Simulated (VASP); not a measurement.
# NaH (P6_3mc) in VASP: single point with r2SCAN+rVV10

Aim: the single point of NaH with r2SCAN+rVV10.

Everything below comes from runs of VASP 6.6.1. Logs are shortened: lines on timing, memory, paths and dates and some standing lists are left out, and cuts for length are marked.

## Step 1: The cell of the first run

The structure is hexagonal, space group P6_3mc (No. 186). The conventional cell has a = 3.695 Å, b = 3.695 Å, c = 11.708 Å, α = 90.00°, β = 90.00°, γ = 120.00°. Within 3.0 Å of Na (site symmetry 3m) lie 4 H at 2.24 to 2.27 Å. Within 3.0 Å of Na (site symmetry 3m) lie 4 H at 2.24 Å. H (site symmetry 3m) has 4 Na at 2.24 to 2.27 Å within 3.0 Å. Within 3.0 Å of H (site symmetry 3m) lie 4 Na at 2.24 Å.

## Step 2: Single point, r2SCAN+rVV10

Input file POSCAR:

```
NaH
1.0
    3.6952132283      0.0000000000      0.0000000000
   -1.8476066141      3.2001485281      0.0000000000
    0.0000000000      0.0000000000     11.7076942846
Na H
4 4
Direct
    0.0000000000      0.0000000000     -0.0033557680
    0.3333333333      0.6666666667      0.2485030444
    0.0000000000      0.0000000000      0.4966442320
    0.6666666667      0.3333333333      0.7485030444
    0.0000000000      0.0000000000      0.1903344278
    0.3333333333      0.6666666667      0.4395182958
    0.0000000000      0.0000000000      0.6903344278
    0.6666666667      0.3333333333      0.9395182958
```

Input file INCAR.step1:

```
SYSTEM = NaH
PREC     = Accurate       ! precision mode
ENCUT    = 520            ! plane-wave cutoff, eV
ISMEAR   = -1             ! smearing method
SIGMA    = 0.03           ! smearing width, eV
LREAL    = .False.        ! projectors in reciprocal space
LASPH    = .True.         ! aspherical terms in the spheres
NELM     = 60             ! most SCF steps
NBANDS   = 26             ! bands
GGA      = PE             ! functional
ALGO     = Normal         ! electronic algorithm
EDIFF    = 1E-4           ! SCF threshold, eV
LWAVE    = .True.         ! write WAVECAR
LCHARG   = .False.        ! write CHGCAR
```

Input file INCAR.step2:

```
SYSTEM = NaH
PREC     = Accurate       ! precision mode
ENCUT    = 520            ! plane-wave cutoff, eV
EDIFF    = 1E-6           ! SCF threshold, eV
ISMEAR   = -1             ! smearing method
SIGMA    = 0.03           ! smearing width, eV
LREAL    = .False.        ! projectors in reciprocal space
LASPH    = .True.         ! aspherical terms in the spheres
NELM     = 60             ! most SCF steps
ALGO     = Normal         ! electronic algorithm
ISIF     = 2              ! what is computed and relaxed
LWAVE    = .False.        ! write WAVECAR
LCHARG   = .False.        ! write CHGCAR
METAGGA  = R2SCAN         ! meta-GGA
LMIXTAU  = .True.       
LUSE_VDW = .True.       
IVDW_NL  = 2            
BPARAM   = 11.95        
CPARAM   = 0.0093       
NBANDS   = 26             ! bands
ISTART   = 1
```

Input file KPOINTS:

```
Automatic mesh
0
Gamma
  12 12 4
  0 0 0
```

Potentials or basis: VASP PAW PBE potentials, release 64 (Na_pv, H).

On the command line:

```console
cat potpaw_PBE.64/Na_pv/POTCAR potpaw_PBE.64/H/POTCAR > POTCAR
cp INCAR.step1 INCAR
mpirun -np 1 vasp_std > vasp.out
cp INCAR.step2 INCAR
mpirun -np 1 vasp_std > vasp.out
```

OUTCAR:

```text
SYSTEM = NaH
   PREC = Accurate
   ENCUT = 520
   EDIFF = 1E-6
   ISMEAR = -1
   LREAL = .False.
   LASPH = .True.
   NELM = 60
   ISIF = 2
   METAGGA = R2SCAN
   IVDW_NL = 2
   BPARAM = 11.95
   ISTART = 1

 ion  position               nearest neighbor table
   1  0.000  0.000  0.997-
   2  0.333  0.667  0.249-
   3  0.000  0.000  0.497-
   4  0.667  0.333  0.749-
   5  0.000  0.000  0.190-
   6  0.333  0.667  0.440-
   7  0.000  0.000  0.690-
   8  0.667  0.333  0.940-

  LATTYP: Found a hexagonal cell.
 ALAT       =     3.6952132283
 C/A-ratio  =     3.1683406508

  Lattice vectors:

 A1 = (   3.6952132283,   0.0000000000,   0.0000000000)
 A2 = (  -1.8476066141,   3.2001485281,   0.0000000000)
 A3 = (   0.0000000000,   0.0000000000,  11.7076942846)

Analysis of symmetry for initial positions (statically):
=====================================================================
 Subroutine PRICEL returns:
 Original cell was already a primitive cell.

 Routine SETGRP: Setting up the symmetry group for a
 hexagonal supercell.

 Subroutine GETGRP returns: Found 12 space group operations
 (whereof  6 operations were pure point group operations)
 out of a pool of 24 trial point group operations.

The static configuration has the point symmetry C_3v.
 The point group associated with its full space group is C_6v.

Analysis of symmetry for dynamics (positions and initial velocities):
=====================================================================
 Subroutine PRICEL returns:
 Original cell was already a primitive cell.

 Routine SETGRP: Setting up the symmetry group for a
 hexagonal supercell.

 Subroutine GETGRP returns: Found 12 space group operations
 (whereof  6 operations were pure point group operations)
 out of a pool of 24 trial point group operations.

The dynamic configuration has the point symmetry C_3v.
 The point group associated with its full space group is C_6v.

 Subroutine INISYM returns: Found 12 space group operations
 (whereof  6 operations are pure point group operations),
 and found     1 'primitive' translations

----------------------------------------------------------------------------------------

                                     Primitive cell

  volume of cell :     138.4462

  direct lattice vectors                    reciprocal lattice vectors
     3.695213228  0.000000000  0.000000000     0.270620378  0.156242748  0.000000000
    -1.847606614  3.200148528  0.000000000     0.000000000  0.312485496  0.000000000
     0.000000000  0.000000000 11.707694285     0.000000000  0.000000000  0.085413915

  length of vectors
     3.695213228  3.695213228 11.707694285     0.312485496  0.312485496  0.085413915

  position of ions in fractional coordinates (direct lattice)
     0.000000000  0.000000000  0.996644232
     0.333333333  0.666666667  0.248503044
     0.000000000  0.000000000  0.496644232
     0.666666667  0.333333333  0.748503044
     0.000000000  0.000000000  0.190334428
     0.333333333  0.666666667  0.439518296
     0.000000000  0.000000000  0.690334428
     0.666666667  0.333333333  0.939518296

  ion indices of the primitive-cell ions
   primitive index   ion index
                 1           1
                 2           2
                 3           3
                 4           4
                 5           5
                 6           6
                 7           7
                 8           8

----------------------------------------------------------------------------------------

 KPOINTS: Automatic mesh

Automatic generation of k-mesh.
 Grid dimensions read from file:
 generate k-points for:   12   12    4

 Generating k-lattice:

  Cartesian coordinates                     Fractional coordinates (reciprocal lattice)
     0.022551698  0.013020229  0.000000000     0.083333333  0.000000000  0.000000000
     0.000000000  0.026040458  0.000000000     0.000000000  0.083333333  0.000000000
     0.000000000  0.000000000  0.021353479     0.000000000  0.000000000  0.250000000

  Length of vectors
     0.026040458  0.026040458  0.021353479

  Shift w.r.t. Gamma in fractional coordinates (k-lattice)
     0.000000000  0.000000000  0.000000000

 Subroutine IBZKPT returns following result:
 ===========================================

 Found     57 irreducible k-points:

 Following reciprocal coordinates:
            Coordinates               Weight
  0.000000  0.000000  0.000000      1.000000
  0.083333  0.000000  0.000000      6.000000
  0.166667  0.000000  0.000000      6.000000
  0.250000  0.000000  0.000000      6.000000
  0.333333  0.000000  0.000000      6.000000
  0.416667  0.000000  0.000000      6.000000
[... 16 lines left out ...]
  0.250000  0.000000  0.250000     12.000000
  0.333333  0.000000  0.250000     12.000000
 [... further k-points ...]
   k-points           NKPTS =     57   k-points in BZ     NKDIM =     57   number of bands    NBANDS=     26
   number of dos      NEDOS =    301   number of ions     NIONS =      8
   total plane-waves  NPLWV =  70560
   dimension x,y,z NGX =    28 NGY =   28 NGZ =   90
   dimension x,y,z NGXF=    56 NGYF=   56 NGZF=  180
   ions per type =               4   4
   NGX,Y,Z   is equivalent  to a cutoff of  12.60, 12.60, 12.78 a.u.
   NGXF,Y,Z  is equivalent  to a cutoff of  25.19, 25.19, 25.56 a.u.
 SYSTEM =  NaH
   PREC   = accura    normal or accurate (medium, high low for compatibility)
   ISTART =      1    job   : 0-new  1-cont  2-samecut
   ICHARG =      0    charge: 1-file 2-atom 10-const
   ISPIN  =      1    spin polarized calculation?
   LNONCOLLINEAR =      F non collinear calculations
   LSORBIT =      F    spin-orbit coupling
   LASPH  =      T    aspherical Exc in radial PAW
   ENCUT  =  520.0 eV  38.22 Ry    6.18 a.u.   6.87  6.87 21.77*2*pi/ulx,y,z
   NELM   =     60;   NELMIN=  2; NELMDL=  0     # of ELM steps
   EDIFF  = 0.1E-05   stopping-criterion for ELM
   LREAL  =      F    real-space projection
   EDIFFG = 0.1E-04   stopping-criterion for IOM
   NSW    =      0    number of steps for IOM
   IBRION =     -1    ionic relax: 0-MD 1-quasi-New 2-CG
   NFREE  =      0    steps in history (QN), initial steepest desc. (CG)
   ISIF   =      2    stress and relaxation
   ISYM   =      2    0-nonsym 1-usesym 2-fastsym
   POTIM  = 0.5000    time-step for ionic-motion
   TEBEG  =    0.0;   TEEND  =   0.0 temperature during run
   PSTRESS=    0.0 pullay stress
   NELECT =      32.0000    total number of electrons
   NUPDOWN=      -1.0000    fix difference up-down
   EMIN   =  10.00;   EMAX   =-10.00  energy-range for DOS
   EFERMI =   0.00;   METHOD = LEGACY
   ISMEAR =    -1;   SIGMA  =   0.03  broadening in eV -4-tet -1-fermi 0-gaus
   EFERMI_NEDOS =   21; number of points for ismear=-14 and -15
   IALGO  =     38    algorithm
   IMIX   =      4    mixing-type and parameters
     AMIX     =   0.40;   BMIX     =  1.00
     AMIX_MAG =   1.60;   BMIX_MAG =  1.00
  volume/ion in A,a.u.               =      17.31       116.79
  Fermi-wavevector in a.u.,A,eV,Ry     =   1.004688  1.898585 13.733689  1.009398
  Thomas-Fermi vector in A             =   2.137320
   LORBIT       =      0    0 simple, 1 ext, 2 COOP (PROOUT), +10 PAW based schemes
   METAGGA = R2SCAN    functional components
   LHFCALC =     F    Hartree Fock is set to
   AEXX    =    0.0000 exact exchange contribution
   IVDW_NL    =     2    kernel type
   BPARAM     =11.9500
   IVDW    =     0    specifies the selected vdW correction
   LEPSILON=     F    determine dielectric tensor
   LRPA    =     F    only Hartree local field effects (RPA)
 non-spin polarized calculation
  energy-cutoff  :      520.00
  volume of cell :      138.45
 maximum number of plane-waves:      3762
 NGX is ok and might be reduce to    28
   NGX = 13   NGY = 13   NGZ = 43

 number of electron      32.0000000 magnetization

 Free energy of the ion-electron system (eV)
  ---------------------------------------------------
  ext. energy  EPLUGINS =         0.00000000
  ---------------------------------------------------
  free energy    TOTEN  =       -28.64248874 eV

  energy without entropy =      -28.64248874  energy(sigma->0) =      -28.64248874

 E-fermi :  -1.5527     XC(G=0):  -7.3030

 val. band max:       -2.2050241580   @ k =   0.2500   0.2500   0.0000
 cond. band min:       1.9331794815   @ k =   0.5000   0.0000   0.0000
 fundamental gap:      4.1382036395
 Fermi energy:        -1.5526875757

 k-point     1 :       0.0000    0.0000    0.0000
  band No.  band energies     occupation
      1     -24.9491      2.00000
      2     -24.9267      2.00000
      3     -24.9201      2.00000
      4     -24.9039      2.00000
      5     -24.9036      2.00000
      6     -24.9027      2.00000
[... 18 lines left out ...]
     25      10.7945      0.00000
     26      10.8149      0.00000

 k-point     2 :       0.0833    0.0000    0.0000
  band No.  band energies     occupation
      1     -24.9480      2.00000
      2     -24.9269      2.00000
      3     -24.9208      2.00000
      4     -24.9059      2.00000
      5     -24.9044      2.00000
      6     -24.9038      2.00000
[... 18 lines left out ...]
     25      10.7495      0.00000
     26      10.8038      0.00000

 k-point     3 :       0.1667    0.0000    0.0000
  band No.  band energies     occupation
      1     -24.9450      2.00000
      2     -24.9278      2.00000
      3     -24.9236      2.00000
      4     -24.9120      2.00000
      5     -24.9065      2.00000
      6     -24.9061      2.00000
[... 18 lines left out ...]
     25      10.1562      0.00000
     26      10.2005      0.00000

 k-point     4 :       0.2500    0.0000    0.0000
  band No.  band energies     occupation
      1     -24.9408      2.00000
      2     -24.9302      2.00000
      3     -24.9288      2.00000
      4     -24.9202      2.00000
      5     -24.9086      2.00000
      6     -24.9084      2.00000
[... 18 lines left out ...]
     25       9.1673      0.00000
     26       9.6167      0.00000
[... 496 lines left out ...]
      1     -24.9436      2.00000
      2     -24.9334      2.00000
      3     -24.9181      2.00000
      4     -24.9120      2.00000
      5     -24.9066      2.00000
      6     -24.9059      2.00000
[... 18 lines left out ...]
     25       9.7896      0.00000
     26      10.0857      0.00000

 k-point    23 :       0.2500    0.0000    0.2500
  band No.  band energies     occupation
      1     -24.9400      2.00000
      2     -24.9341      2.00000
      3     -24.9249      2.00000
      4     -24.9201      2.00000
      5     -24.9100      2.00000
      6     -24.9082      2.00000
[... 18 lines left out ...]
     25       9.1388      0.00000
     26       9.2355      0.00000

 k-point    24 :       0.3333    0.0000    0.2500
  band No.  band energies     occupation
      1     -24.9391      2.00000
      2     -24.9352      2.00000
      3     -24.9320      2.00000
      4     -24.9268      2.00000
      5     -24.9163      2.00000
      6     -24.9108      2.00000
[... 18 lines left out ...]
     25       8.3726      0.00000
     26       8.8279      0.00000

 [... further k-points ...]

------------------------ aborting loop because EDIFF is reached ----------------------------------------

  FORCE on cell =-STRESS in cart. coord.  units (eV):
  Direction    XX          YY          ZZ          XY          YZ          ZX
  --------------------------------------------------------------------------------------
  -------------------------------------------------------------------------------------
  Total       -0.1224251     -0.1224251     -0.1784906     -0.0000000      0.0000000      0.0000000
  in kB       -1.4167726     -1.4167726     -2.0655932     -0.0000000      0.0000000      0.0000000
  external PRESSURE =      -1.6330461 kB  Pullay stress =       0.0000000 kB

 VOLUME and BASIS-vectors are now :
 -----------------------------------------------------------------------------
  energy-cutoff  :      520.00
  volume of cell :      138.45
      direct lattice vectors                 reciprocal lattice vectors
     3.695213228  0.000000000  0.000000000     0.270620378  0.156242748  0.000000000
    -1.847606614  3.200148528  0.000000000     0.000000000  0.312485496  0.000000000
     0.000000000  0.000000000 11.707694285     0.000000000  0.000000000  0.085413915

 POSITION                                       TOTAL-FORCE (eV/Angst)
 -----------------------------------------------------------------------------------
      0.00000      0.00000     11.66841         0.000000     -0.000000     -0.005265
     -0.00000      2.13343      2.90940         0.000000      0.000000     -0.000128
      0.00000      0.00000      5.81456        -0.000000      0.000000     -0.005265
      1.84761      1.06672      8.76324         0.000000      0.000000     -0.000128
      0.00000      0.00000      2.22838        -0.000000      0.000000      0.005962
     -0.00000      2.13343      5.14575        -0.000000      0.000000     -0.000569
      0.00000      0.00000      8.08222        -0.000000      0.000000      0.005962
      1.84761      1.06672     10.99959        -0.000000     -0.000000     -0.000569
 -----------------------------------------------------------------------------------
    total drift:                                0.000000      0.000000     -0.019171

  FREE ENERGIE OF THE ION-ELECTRON SYSTEM (eV)
  ---------------------------------------------------
  free  energy   TOTEN  =       -28.6424887426 eV

  energy  without entropy=      -28.6424887426  energy(sigma->0) =      -28.64248874
```

It took 14 min on 1 thread of Intel Xeon Platinum 8259CL at 2.50GHz (Skylake/Cascade Lake), shared host; peak memory 0.61 GiB.

Results:

```yaml
Free_energy: -28.6425 eV
Pressure: -0.2 GPa
Largest_force: 0.006 eV/Å
Band_gap_on_the_k_mesh: 4.14 eV (least direct gap 4.25 eV)
```

Forces on the atoms (eV/Å):
```
Na   0.000  0.000 -0.005
Na   0.000  0.000  0.000
Na   0.000  0.000 -0.005
Na   0.000  0.000  0.000
H    0.000  0.000  0.006
H    0.000  0.000 -0.001
H    0.000  0.000  0.006
H    0.000  0.000 -0.001
```

Caveat: the PAW data sets were made with another functional, which shifts forces and pressure a little. A k mesh can miss the band edges.
